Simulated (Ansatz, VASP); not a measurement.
**SiP5 in VASP and in Ansatz**

```
Si P
1.0
     3.27551    1.89112    2.70939
    -3.27551    1.89112    2.70939
     0.00000   -3.78224    2.70939
Si P
1 5
Direct
  0.50000 0.50000 0.50000
  0.50000 0.50000 0.00000
  0.00000 0.50000 0.50000
  0.50000 0.00000 0.50000
  0.86213 0.86213 0.86213
  0.13787 0.13787 0.13787
```

Alike in both runs: functional PBE; k mesh 12 × 12 × 12; occupations gaussian, width 0.1 eV; no spin polarisation.

Ansatz relaxed the structure, and its values are those at the end. VASP's run is a single point on that final structure, the one shown.

|  | VASP | Ansatz |
| --- | --- | --- |
| version | VASP 6.6.1 | Ansatz 0.2.0 |
| potentials or method | VASP PAW PBE potentials, release 64 (Si, P), cutoff 520 eV | scalar-relativistic, plane waves, PAW |
| valence electrons in the cell | 29 | 29 |

VASP gave:

| Property | Result |
| --- | --- |
| gap on the k mesh at the Fermi level (eV) | none |
| pressure (GPa) | -0.1 |
| rms of the force components (eV/Å) | 0.004 |

Task: Estimate Ansatz's values.

Result: gap on the k mesh at the Fermi level (eV): none; pressure (GPa): 0.0; rms of the force components (eV/Å): 0.000.

A gap of «none» marks a metal or a gap that the smearing closes.
